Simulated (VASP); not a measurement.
A run of VASP 6.6.1:

INCAR

```
PREC = Accurate ; ENCUT = 600
EDIFF = 1E-6 ; ISMEAR = 0
SIGMA = 0.1 ; LREAL = False
LASPH = True ; NELM = 120
ALGO = Normal ; ISIF = 2
LWAVE = False ; LCHARG = True
GGA = LIBXC ; LIBXC1 = GGA_X_PBE_R
LIBXC2 = LDA_C_PW ; LELF = True
LVHAR = True ; NBANDS = 11
GGA_COMPAT = False
```

The input KPOINTS:

```
regular mesh
0
Gamma
  13 13 13
```

POSCAR

```
C
1.0
    0.0000000000      1.7592674508      1.7592674508
    1.7592674508      0.0000000000      1.7592674508
    1.7592674508      1.7592674508      0.0000000000
C
2
Direct
    0.7500000000      0.7500000000      0.7500000000
    0.5000000000      0.5000000000      0.5000000000
```

Potentials or basis: VASP PAW PBE potentials, release 64 (C).

Launch:

```bash
$ cat potpaw_PBE.64/C/POTCAR > POTCAR
$ mpirun -np 1 vasp_std > vasp.out
```

Hardware: 1 thread of Intel(R) Xeon(R) 6975P-C (Granite Rapids) (shared host).

**Question.** How long does it take, and how much memory?

**Answer.** Wall time 9.7 s on 1 thread of Intel(R) Xeon(R) 6975P-C (Granite Rapids), on a shared host, peak memory 0.11 GiB. Counts: scf iterations 11, k points 84.
